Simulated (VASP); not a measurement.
Write the native input for VASP 6.6.1 that does the following.

```yaml
Task: electric field gradients
Functional: LDA
Potentials_or_basis: VASP PAW LDA potentials, release 64 (Ca_sv, Se)
Cutoff: 520 eV
k_mesh: 9 × 9 × 9
Occupations: fermi-dirac, width 0.03 eV
Spin: no spin polarisation
Dipole_correction: no
Further_INCAR_settings: ALGO = Normal; EDIFF = 1e-08; NBANDS = 15
```

The structure of CaSe lies in POSCAR:

```
CaSe
1.0
    0.0000000000      2.9702381052      2.9702381052
    2.9702381052      0.0000000000      2.9702381052
    2.9702381052      2.9702381052      0.0000000000
Ca Se
1 1
Direct
    0.0000000000      0.0000000000      0.0000000000
    0.5084168336      0.5084168336      0.4915831664
```

This cell differs from its parent crystal: atom 2 (Se) moved by [0.0, 0.0, 0.05] A.

One way to write it, as run:

INCAR

```
SYSTEM = CaSe
ALGO = Normal ; EDIFF = 1E-8
ENCUT = 520 ; GGA = CA
ISIF = 2 ; ISMEAR = -1
LASPH = .TRUE. ; LCHARG = .FALSE.
LEFG = .TRUE. ; LREAL = .FALSE.
LWAVE = .FALSE. ; NBANDS = 15
NELM = 100 ; PREC = Accurate
SIGMA = 0.03
```

KPOINTS

```
k-points
0
G
  9 9 9
  0 0 0
```

Potentials or basis: VASP PAW LDA potentials, release 64 (Ca_sv, Se).

Launch:

```console
$ cat potpaw_LDA.64/Ca_sv/POTCAR potpaw_LDA.64/Se/POTCAR > POTCAR
$ mpirun -np 1 vasp_std > vasp.out
```

Results of the run:

```
Pressure                                : -3.5 GPa
Largest force                           : 0.131 eV/Å
Band gap on the k mesh                  : 1.94 eV (least direct gap 2.85 eV)
Largest electric field gradient by atom : Ca -0.3; Se -0.9 V/Å²
```

Caveat: the cell differs from its parent crystal (atom 2 (Se) moved by [0.0, 0.0, 0.05] A); the cell stands under tension; without QUAD_EFG the Cq values of the log hold for a quadrupole moment of 1 mb, not for the nuclei.

Wall time 21 s on 1 thread of Intel(R) Xeon(R) Platinum 8488C (Sapphire Rapids) (shared host), peak memory 0.19 GiB.
